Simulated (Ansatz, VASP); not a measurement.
**HfO2: VASP beside Ansatz**

File POSCAR:

```
HfO2
1.0
    4.8135330000      0.0000000000      0.0000000000
    0.0000000000      4.8135330000      0.0000000000
    0.0000000000      0.0000000000      3.2054150000
Hf O
2 4
Direct
    0.0000000000      0.0000000000      0.0000000000
    0.5000000000      0.5000000000      0.5000000000
    0.1949550000      0.8050450000      0.5000000000
    0.3050450000      0.3050450000      0.0000000000
    0.6949550000      0.6949550000      0.0000000000
    0.8050450000      0.1949550000      0.5000000000
```

File INCAR.step1:

```
PREC = Accurate
ENCUT = 520
ISMEAR = 0
SIGMA = 0.01
LREAL = False
LASPH = True
NELM = 100
NBANDS = 31
GGA = PE
ALGO = Normal
EDIFF = 1E-4
LWAVE = True
LCHARG = False
```

File INCAR.step2:

```
PREC = Accurate
ENCUT = 520
EDIFF = 1E-6
ISMEAR = 0
SIGMA = 0.01
LREAL = False
LASPH = True
NELM = 100
ALGO = Normal
ISIF = 2
LWAVE = False
LCHARG = False
METAGGA = R2SCAN
LMIXTAU = True
NBANDS = 31
ISTART = 1
```

The input KPOINTS:

```
regular mesh
0
Gamma
  2 2 4
```

Input for Ansatz:

```yaml
crystal:
  lattice:
    - [4.813533, 0.0, 0.0]
    - [0.0, 4.813533, 0.0]
    - [0.0, 0.0, 3.205415]
  atoms:
    - { symbol: Hf, position: [0.0, 0.0, 0.0] }
    - { symbol: Hf, position: [0.5, 0.5, 0.49999999999999994] }
    - { symbol: O, position: [0.194955, 0.805045, 0.49999999999999994] }
    - { symbol: O, position: [0.305045, 0.305045, 0.0] }
    - { symbol: O, position: [0.694955, 0.694955, 0.0] }
    - { symbol: O, position: [0.805045, 0.194955, 0.49999999999999994] }
kpoints:
  mp_grid:
    grid: [2, 2, 4]
hamiltonian:
  xc: r2scan
  pseudopotentials:
    kind: paw
scf:
  occupations:
    method: fixed
output:
  forces: true
  stress: true
```

Alike in both runs: task single point; functional r2SCAN; k mesh 2 × 2 × 4; no spin polarisation.

```csv
,VASP,Ansatz
version,VASP 6.6.1,Ansatz 0.2.0
potentials or method,"VASP PAW PBE potentials, release 64 (Hf_pv, O)","plane waves, PAW"
plane-wave cutoff (eV),520,500
occupations,"gaussian, width 0.01 eV",fixed
valence electrons in the cell,44,76
```

|  | VASP | Ansatz | Ansatz less VASP |
| --- | --- | --- | --- |
| pressure (GPa) | 0.4 | 3.7 | +3.25 |
| traceless stress, the component that is largest in VASP (GPa) | 0.07 | 0.64 | +0.566 |
| rms of the force components (eV/Å) | 0.006 | 0.019 | +0.0126 |

VASP's potentials were made for PBE, not for r2SCAN. Atom by atom the forces differ by 0.025 eV/Å (rms over components). VASP's potentials hold 44 valence electrons a cell and Ansatz's 76, so a difference there can come from the potentials and not from the codes.

The k mesh is coarse, so the values compare programs but aren't converged. Neither program's run includes spin-orbit coupling.
